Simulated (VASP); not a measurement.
Input of a VASP 6.6.1 run:

The input INCAR:

```
SYSTEM = Fe
AGGAC = 1.0
AGGAX = 1.0
ALDAC = 0.0
ALDAX = 1.0
ALGO = Normal
EDIFF = 1E-6
ENCUT = 520
GGA = B5
ISIF = 2
ISMEAR = -1
ISPIN = 2
LASPH = .True.
LCHARG = .True.
LELF = .True.
LMAXMIX = 4
LORBIT = 11
LREAL = .False.
LVHAR = .True.
LWAVE = .False.
MAGMOM = 2.16 -2.16
NBANDS = 19
NELM = 150
PREC = Accurate
SIGMA = 0.05
```

File KPOINTS:

```
k-points
0
Gamma
  18 18 18
  0 0 0
```

The input POSCAR:

```
Fe
1.0
    0.0000000000      2.4099017305      2.4099017305
    2.4099017305      0.0000000000      2.4099017305
    2.4099017305      2.4099017305      0.0000000000
Fe
2
Direct
    0.0000000000      0.0000000000      0.0000000000
    0.5000000000      0.5000000000      0.5000000000
```

Potentials or basis: VASP PAW PBE potentials, release 64 (Fe).

Launch:

```bash
$ cat potpaw_PBE.64/Fe/POTCAR > POTCAR
$ mpirun -np 1 vasp_std > vasp.out
```

(1) Estimate the net moment.

(2) Predict the pressure.

(3) Predict the site moments.

Results:

(1) 0.00 μB per cell.

(2) -0.4 GPa.

(3) Fe +2.21, -2.21 μB.

Caveat: the antiferromagnetic order is the one typed at the start, and another may lie lower; the PAW data sets were made with another functional, which shifts forces and pressure a little.
